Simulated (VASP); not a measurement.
# AlN (P6_3mc) in VASP: a series of runs

Aim: see how the results for AlN move with the level of theory and the settings. Levels: PBEsol, LDA. Tasks: single point, relaxation of shape and atoms at fixed volume.

All numbers are computed with VASP 6.6.1; they aren't measurements. Logs are shortened: lines on timing, memory, paths and dates and some standing lists are left out, and cuts for length are marked.

### Step 1. The cell of the first run

It takes space group P6_3mc (No. 186, hexagonal). The conventional cell has a = 3.094 Å, b = 3.094 Å, c = 4.945 Å, α = 90.00°, β = 90.00°, γ = 120.00°. Within 2.5 Å of Al (site symmetry 3m) lie 4 N at 1.88 to 1.89 Å. Within 2.5 Å of N (site symmetry 3m) lie 4 Al at 1.88 to 1.89 Å.

### Step 2. Single point, PBEsol (volume scaled by 0.98, then relaxed in part)

INCAR reads:

```
SYSTEM = AlN
ALGO = Normal
EDIFF = 1E-6
ENCUT = 520
GGA = PS
ISIF = 2
ISMEAR = 0
LASPH = .TRUE.
LCHARG = .TRUE.
LELF = .TRUE.
LREAL = .FALSE.
LVHAR = .TRUE.
LWAVE = .FALSE.
NBANDS = 16
NELM = 60
PREC = Accurate
SIGMA = 0.01
```

KPOINTS reads:

```
k-points
0
G
  9 9 6
  0 0 0
```

POSCAR reads:

```
AlN
1.0
    3.0943513468      0.0000000000      0.0000000000
   -1.5471756734      2.6797868746      0.0000000000
    0.0000000000      0.0000000000      4.9453422933
Al N
2 2
Direct
    0.3333333333      0.6666666667     -0.0012008852
    0.6666666667      0.3333333333      0.4987991148
    0.3333333333      0.6666666667      0.3812008852
    0.6666666667      0.3333333333      0.8812008852
```

Potentials or basis: VASP PAW PBE potentials, release 64 (Al, N).

Command:

```sh
cat potpaw_PBE.64/Al/POTCAR potpaw_PBE.64/N/POTCAR > POTCAR
mpirun -np 1 vasp_std > vasp.out
```

OUTCAR:

```text
SYSTEM = AlN
   EDIFF = 1E-6
   ENCUT = 520
   GGA = PS
   ISIF = 2
   ISMEAR = 0
   LASPH = .TRUE.
   LREAL = .FALSE.
   NELM = 60
   PREC = Accurate

 ion  position               nearest neighbor table
   1  0.333  0.667  0.999-   4 1.88   4 1.88   4 1.88   3 1.89   2 3.05   2 3.05   2 3.05   2 3.05
                             2 3.05   2 3.05
   2  0.667  0.333  0.499-   3 1.88   3 1.88   3 1.88   4 1.89   1 3.05   1 3.05   1 3.05   1 3.05
                             1 3.05   1 3.05
   3  0.333  0.667  0.381-   2 1.88   2 1.88   2 1.88   1 1.89
   4  0.667  0.333  0.881-   1 1.88   1 1.88   1 1.88   2 1.89

  LATTYP: Found a hexagonal cell.
 ALAT       =     3.0943513468
 C/A-ratio  =     1.5981838321

  Lattice vectors:

 A1 = (   3.0943513468,   0.0000000000,   0.0000000000)
 A2 = (  -1.5471756734,   2.6797868746,   0.0000000000)
 A3 = (   0.0000000000,   0.0000000000,   4.9453422933)

Analysis of symmetry for initial positions (statically):
=====================================================================
 Subroutine PRICEL returns:
 Original cell was already a primitive cell.

 Routine SETGRP: Setting up the symmetry group for a
 hexagonal supercell.

 Subroutine GETGRP returns: Found 12 space group operations
 (whereof  6 operations were pure point group operations)
 out of a pool of 24 trial point group operations.

The static configuration has the point symmetry C_3v.
 The point group associated with its full space group is C_6v.

Analysis of symmetry for dynamics (positions and initial velocities):
=====================================================================
 Subroutine PRICEL returns:
 Original cell was already a primitive cell.

 Routine SETGRP: Setting up the symmetry group for a
 hexagonal supercell.

 Subroutine GETGRP returns: Found 12 space group operations
 (whereof  6 operations were pure point group operations)
 out of a pool of 24 trial point group operations.

The dynamic configuration has the point symmetry C_3v.
 The point group associated with its full space group is C_6v.

 Subroutine INISYM returns: Found 12 space group operations
 (whereof  6 operations are pure point group operations),
 and found     1 'primitive' translations

----------------------------------------------------------------------------------------

                                     Primitive cell

  volume of cell :      41.0078

  direct lattice vectors                    reciprocal lattice vectors
     3.094351347  0.000000000  0.000000000     0.323169507  0.186582002  0.000000000
    -1.547175673  2.679786875  0.000000000     0.000000000  0.373164004  0.000000000
     0.000000000  0.000000000  4.945342293     0.000000000  0.000000000  0.202210472

  length of vectors
     3.094351347  3.094351347  4.945342293     0.373164004  0.373164004  0.202210472

  position of ions in fractional coordinates (direct lattice)
     0.333333333  0.666666667  0.998799115
     0.666666667  0.333333333  0.498799115
     0.333333333  0.666666667  0.381200885
     0.666666667  0.333333333  0.881200885

  ion indices of the primitive-cell ions
   primitive index   ion index
                 1           1
                 2           2
                 3           3
                 4           4

----------------------------------------------------------------------------------------

 KPOINTS: k-points

Automatic generation of k-mesh.
 Grid dimensions read from file:
 generate k-points for:    9    9    6

 Generating k-lattice:

  Cartesian coordinates                     Fractional coordinates (reciprocal lattice)
     0.035907723  0.020731334  0.000000000     0.111111111  0.000000000  0.000000000
     0.000000000  0.041462667  0.000000000     0.000000000  0.111111111  0.000000000
     0.000000000  0.000000000  0.033701745     0.000000000  0.000000000  0.166666667

  Length of vectors
     0.041462667  0.041462667  0.033701745

  Shift w.r.t. Gamma in fractional coordinates (k-lattice)
     0.000000000  0.000000000  0.000000000

 Subroutine IBZKPT returns following result:
 ===========================================

 Found     48 irreducible k-points:

 Following reciprocal coordinates:
            Coordinates               Weight
  0.000000  0.000000  0.000000      1.000000
  0.111111  0.000000  0.000000      6.000000
  0.222222  0.000000  0.000000      6.000000
  0.333333  0.000000  0.000000      6.000000
  0.444444  0.000000  0.000000      6.000000
  0.111111  0.111111  0.000000      6.000000
[... 16 lines left out ...]
  0.333333  0.222222  0.166667     24.000000
  0.333333  0.333333  0.166667      4.000000
 [... further k-points ...]
   k-points           NKPTS =     48   k-points in BZ     NKDIM =     48   number of bands    NBANDS=     16
   number of dos      NEDOS =    301   number of ions     NIONS =      4
   total plane-waves  NPLWV =  23040
   dimension x,y,z NGX =    24 NGY =   24 NGZ =   40
   dimension x,y,z NGXF=    48 NGYF=   48 NGZF=   80
   ions per type =               2   2
   NGX,Y,Z   is equivalent  to a cutoff of  12.89, 12.89, 13.45 a.u.
   NGXF,Y,Z  is equivalent  to a cutoff of  25.79, 25.79, 26.89 a.u.
 SYSTEM =  AlN
   PREC   = accura    normal or accurate (medium, high low for compatibility)
   ISTART =      0    job   : 0-new  1-cont  2-samecut
   ICHARG =      2    charge: 1-file 2-atom 10-const
   ISPIN  =      1    spin polarized calculation?
   LNONCOLLINEAR =      F non collinear calculations
   LSORBIT =      F    spin-orbit coupling
   LASPH  =      T    aspherical Exc in radial PAW
   ENCUT  =  520.0 eV  38.22 Ry    6.18 a.u.   5.75  5.75  9.20*2*pi/ulx,y,z
   NELM   =     60;   NELMIN=  2; NELMDL= -5     # of ELM steps
   EDIFF  = 0.1E-05   stopping-criterion for ELM
   LREAL  =      F    real-space projection
   EDIFFG = 0.1E-04   stopping-criterion for IOM
   NSW    =      0    number of steps for IOM
   IBRION =     -1    ionic relax: 0-MD 1-quasi-New 2-CG
   NFREE  =      0    steps in history (QN), initial steepest desc. (CG)
   ISIF   =      2    stress and relaxation
   ISYM   =      2    0-nonsym 1-usesym 2-fastsym
   POTIM  = 0.5000    time-step for ionic-motion
   TEBEG  =    0.0;   TEEND  =   0.0 temperature during run
   PSTRESS=    0.0 pullay stress
   NELECT =      16.0000    total number of electrons
   NUPDOWN=      -1.0000    fix difference up-down
   EMIN   =  10.00;   EMAX   =-10.00  energy-range for DOS
   EFERMI =   0.00;   METHOD = LEGACY
   ISMEAR =     0;   SIGMA  =   0.01  broadening in eV -4-tet -1-fermi 0-gaus
   EFERMI_NEDOS =   21; number of points for ismear=-14 and -15
   IALGO  =     38    algorithm
   IMIX   =      4    mixing-type and parameters
     AMIX     =   0.40;   BMIX     =  1.00
     AMIX_MAG =   1.60;   BMIX_MAG =  1.00
  volume/ion in A,a.u.               =      10.25        69.18
  Fermi-wavevector in a.u.,A,eV,Ry     =   1.196261  2.260606 19.470499  1.431041
  Thomas-Fermi vector in A             =   2.332206
   LORBIT       =      0    0 simple, 1 ext, 2 COOP (PROOUT), +10 PAW based schemes
   GGA     = PS    functional components
   LHFCALC =     F    Hartree Fock is set to
   AEXX    =    0.0000 exact exchange contribution
   IVDW    =     0    specifies the selected vdW correction
   LEPSILON=     F    determine dielectric tensor
   LRPA    =     F    only Hartree local field effects (RPA)
 non-spin polarized calculation
 Gauss-broadening in eV      SIGMA  =   0.01
  energy-cutoff  :      520.00
  volume of cell :       41.01
 maximum number of plane-waves:      1122
 NGX is ok and might be reduce to    24
   NGX = 11   NGY = 11   NGZ = 19

 number of electron      15.9999996 magnetization

 Free energy of the ion-electron system (eV)
  ---------------------------------------------------
  ext. energy  EPLUGINS =         0.00000000
  ---------------------------------------------------
  free energy    TOTEN  =       -31.30115273 eV

  energy without entropy =      -31.30115273  energy(sigma->0) =      -31.30115273

 E-fermi :   6.3893     XC(G=0): -11.1880

 val. band max:        6.2587737622   @ k =   0.0000   0.0000   0.0000
 cond. band min:      10.5372365126   @ k =   0.0000   0.0000   0.0000
 fundamental gap:      4.2784627504
 Fermi energy:         6.3892559754

 k-point     1 :       0.0000    0.0000    0.0000
  band No.  band energies     occupation
      1      -9.0380      2.00000
      2      -6.7881      2.00000
      3       0.1103      2.00000
      4       5.3510      2.00000
      5       5.3510      2.00000
      6       6.0140      2.00000
[... 8 lines left out ...]
     15      19.4498      0.00000
     16      19.4686      0.00000

 k-point     2 :       0.1111    0.0000    0.0000
  band No.  band energies     occupation
      1      -8.8764      2.00000
      2      -6.6972      2.00000
      3       0.3007      2.00000
      4       4.6330      2.00000
      5       5.1479      2.00000
      6       5.3332      2.00000
[... 8 lines left out ...]
     15      19.2703      0.00000
     16      19.4437      0.00000

 k-point     3 :       0.2222    0.0000    0.0000
  band No.  band energies     occupation
      1      -8.4166      2.00000
      2      -6.4688      2.00000
      3       0.8542      2.00000
      4       3.1028      2.00000
      5       4.0643      2.00000
      6       4.7324      2.00000
[... 8 lines left out ...]
     15      18.5124      0.00000
     16      19.1746      0.00000

 k-point     4 :       0.3333    0.0000    0.0000
  band No.  band energies     occupation
      1      -7.7508      2.00000
      2      -6.2491      2.00000
      3       1.6444      2.00000
      4       1.7022      2.00000
      5       2.8645      2.00000
      6       4.3473      2.00000
[... 8 lines left out ...]
     15      18.4473      0.00000
     16      20.6949      0.00000
[... 324 lines left out ...]
 k-point    22 :       0.2222    0.2222    0.1667
  band No.  band energies     occupation
      1      -7.3257      2.00000
      2      -6.2653      2.00000
      3       1.5490      2.00000
      4       1.7863      2.00000
      5       3.0913      2.00000
      6       3.5246      2.00000
[... 8 lines left out ...]
     15      18.5631      0.00000
     16      21.2864      0.00000

 k-point    23 :       0.3333    0.2222    0.1667
  band No.  band energies     occupation
      1      -6.7794      2.00000
      2      -6.2578      2.00000
      3       1.1194      2.00000
      4       1.8385      2.00000
      5       2.6571      2.00000
      6       3.7028      2.00000
[... 8 lines left out ...]
     15      19.0284      0.00000
     16      21.1724      0.00000

 k-point    24 :       0.3333    0.3333    0.1667
  band No.  band energies     occupation
      1      -6.4197      2.00000
      2      -6.4197      2.00000
      3       1.3877      2.00000
      4       1.9971      2.00000
      5       1.9971      2.00000
      6       3.4687      2.00000
[... 8 lines left out ...]
     15      19.2706      0.00000
     16      21.4747      0.00000

 [... further k-points ...]
[... 5 lines left out ...]
  --------------------------------------------------------------------------------------
  -------------------------------------------------------------------------------------
  Total        1.0700716      1.0700716      1.0693009      0.0000000     -0.0000000      0.0000000
  in kB       41.8077893     41.8077893     41.7776752      0.0000000     -0.0000000      0.0000000
  external PRESSURE =      41.7977513 kB  Pullay stress =       0.0000000 kB

 VOLUME and BASIS-vectors are now :
 -----------------------------------------------------------------------------
  energy-cutoff  :      520.00
  volume of cell :       41.01
      direct lattice vectors                 reciprocal lattice vectors
     3.094351347  0.000000000  0.000000000     0.323169507  0.186582002  0.000000000
    -1.547175673  2.679786875  0.000000000     0.000000000  0.373164004  0.000000000
     0.000000000  0.000000000  4.945342293     0.000000000  0.000000000  0.202210472

 POSITION                                       TOTAL-FORCE (eV/Angst)
 -----------------------------------------------------------------------------------
     -0.00000      1.78652      4.93940        -0.000000     -0.000000     -0.000701
      1.54718      0.89326      2.46673         0.000000      0.000000     -0.000701
     -0.00000      1.78652      1.88517        -0.000000      0.000000      0.000701
      1.54718      0.89326      4.35784         0.000000     -0.000000      0.000701
 -----------------------------------------------------------------------------------
    total drift:                               -0.000000      0.000000     -0.000556

  FREE ENERGIE OF THE ION-ELECTRON SYSTEM (eV)
  ---------------------------------------------------
  free  energy   TOTEN  =       -31.3011527289 eV

  energy  without entropy=      -31.3011527289  energy(sigma->0) =      -31.30115273
```

Run time: 28 s. Hardware: 1 thread of AMD EPYC 7R13 (Zen 3), shared host; peak memory 0.14 GiB.

Results:

| Item | Value |
| --- | --- |
| Free energy | -31.3012 eV |
| Pressure | 4.2 GPa |
| Band gap on the k mesh | 4.28 eV, direct |

Caveat: the cell differs from its parent crystal (volume scaled by 0.98, then relaxed in part); the PAW data sets were made with another functional, which shifts forces and pressure a little. A k mesh can miss the band edges.

### Step 3. Relaxation of shape and atoms at fixed volume, PBEsol (volume scaled by 0.98)

INCAR reads:

```
ALGO = Normal
EDIFF = 1E-6
EDIFFG = -0.001
ENCUT = 600
GGA = PS
IBRION = 2
ISIF = 4
ISMEAR = 0
LASPH = True
LCHARG = False
LREAL = False
LWAVE = False
NELM = 100
NSW = 80
PREC = Accurate
SIGMA = 0.01
```

KPOINTS reads:

```
k-points
0
Gamma
  9 9 6
```

POSCAR reads:

```
AlN
1.0
    3.0929139618      0.0000000000      0.0000000000
   -1.5464569809      2.6785420626      0.0000000000
    0.0000000000      0.0000000000      4.9499399077
Al N
2 2
Direct
    0.3333333333      0.6666666667     -0.0009968572
    0.6666666667      0.3333333333      0.4990031428
    0.3333333333      0.6666666667      0.3809968572
    0.6666666667      0.3333333333      0.8809968572
```

Potentials or basis: VASP PAW PBE potentials, release 64 (Al, N).

Command:

```sh
cat potpaw_PBE.64/Al/POTCAR potpaw_PBE.64/N/POTCAR > POTCAR
mpirun -np 1 vasp_std > vasp.out
```

Run time: 58 s. Hardware: 1 thread of AMD EPYC 7R13 (Zen 3), shared host; peak memory 0.15 GiB.

Results (log left out):

| Property | Result |
| --- | --- |
| Free energy | -31.3045 eV |
| Energy gained by relaxing | 0.0 meV/atom |
| Ionic steps | 5 |
| Pressure after relaxing | 4.1 GPa |
| Band gap on the k mesh | 4.28 eV, direct |

Final structure:
```
Al N
1.0
     3.09441    0.00000    0.00000
    -1.54721    2.67984    0.00000
     0.00000    0.00000    4.94515
Al N
2 2
Cartesian
  0.0000 1.7866 4.9392
  1.5472 0.8933 2.4666
  0.0000 1.7866 1.8851
  1.5472 0.8933 4.3577
```

Levels at points of the mesh, in eV from the valence-band top:
| k point | band 4 | band 5 | band 6 | band 7 | band 8 | band 9 | band 10 | band 11 | band 12 |
| --- | --- | --- | --- | --- | --- | --- | --- | --- | --- |
| (0.00, 0.00, 0.00) | -0.91 | -0.91 | -0.25 | -0.25 | 0.00 | 4.28 | 6.70 | 10.66 | 11.14 |
| (0.00, 0.00, 0.50) | -3.40 | -0.59 | -0.59 | -0.59 | -0.59 | 6.53 | 6.53 | 10.36 | 10.36 |

Caveat: the cell differs from its parent crystal (volume scaled by 0.98); the PAW data sets were made with another functional, which shifts forces and pressure a little. A k mesh can miss the band edges.

### Step 4. Single point, LDA

This run uses another cell than the first one, of 10.46 Å³/atom, 1.020 times its volume.

INCAR reads:

```
SYSTEM = AlN
ALGO = Normal
EDIFF = 1E-6
ENCUT = 520
ISIF = 2
ISMEAR = 0
LASPH = .TRUE.
LCHARG = .FALSE.
LREAL = .FALSE.
LWAVE = .FALSE.
NBANDS = 16
NELM = 60
PREC = Accurate
SIGMA = 0.02
```

KPOINTS reads:

```
k-points
0
G
  9 9 6
  0 0 0
```

POSCAR reads:

```
AlN
1.0
    3.1138126658      0.0000000000      0.0000000000
   -1.5569063329      2.6966408712      0.0000000000
    0.0000000000      0.0000000000      4.9833864552
Al N
2 2
Direct
    0.3333333333      0.6666666667     -0.0009968573
    0.6666666667      0.3333333333      0.4990031427
    0.3333333333      0.6666666667      0.3809968573
    0.6666666667      0.3333333333      0.8809968573
```

Potentials or basis: VASP PAW LDA potentials, release 64 (Al, N).

Command:

```sh
cat potpaw_LDA.64/Al/POTCAR potpaw_LDA.64/N/POTCAR > POTCAR
mpirun -np 1 vasp_std > vasp.out
```

Wall time 27 s (1 thread of Intel Xeon 8259CL, shared host); peak memory 0.15 GiB.

The run converged. Its results:

| Quantity | Value |
| --- | --- |
| Free energy | -32.8298 eV |
| Pressure | -4.4 GPa |
| Largest force | 0.010 eV/Å |
| Band gap on the k mesh | 4.21 eV, direct |

Forces in eV/Å, atoms in the order of the input:
```
Al   0.000  0.000  0.010
Al   0.000  0.000  0.010
N    0.000  0.000 -0.010
N    0.000  0.000 -0.010
```

Stress tensor (GPa, compression positive):
```
-4.46  0.00  0.00
 0.00 -4.46  0.00
 0.00  0.00 -4.14
```

Levels at points of the mesh, in eV from the valence-band top:
```
           k point  band 4  band 5  band 6  band 7  band 8  band 9  band 10  band 11  band 12  band 13
(0.00, 0.00, 0.00)   -0.88   -0.88   -0.22   -0.22    0.00    4.21     6.52    10.46    10.92    10.92
(0.00, 0.00, 0.50)   -3.33   -0.56   -0.56   -0.56   -0.56    6.40     6.40    10.12    10.12    11.24
```

### Step 5. Summary

| task | level | potentials or basis | cell | cutoff (eV) | smearing | gap on the mesh (eV) | pressure (GPa) |
| --- | --- | --- | --- | --- | --- | --- | --- |
| single point | PBEsol | VASP PAW PBE potentials, release 64 (Al, N) | a = 3.094, b = 3.094, c = 4.945 Å, angles 90.0, 90.0, 120.0°, 4 atoms | 520 | gaussian 0.01 eV | 4.28 | 4.2 |
| relaxation of shape and atoms at fixed volume | PBEsol | VASP PAW PBE potentials, release 64 (Al, N) | relaxed from a = 3.093, b = 3.093, c = 4.950 Å, angles 90.0, 90.0, 120.0°, 4 atoms | 600 | gaussian 0.01 eV | 4.28 | 4.1 |
| single point | LDA | VASP PAW LDA potentials, release 64 (Al, N) | a = 3.114, b = 3.114, c = 4.983 Å, angles 90.0, 90.0, 120.0°, 4 atoms | 520 | gaussian 0.02 eV | 4.21 | -4.4 |

Alike in all rows: no spin polarisation; k mesh 9 × 9 × 6.

Caveats: the PAW data sets were made with another functional, which shifts forces and pressure a little (some runs).

Total energies depend on the potentials used, so only differences within one code and one set of settings carry meaning.
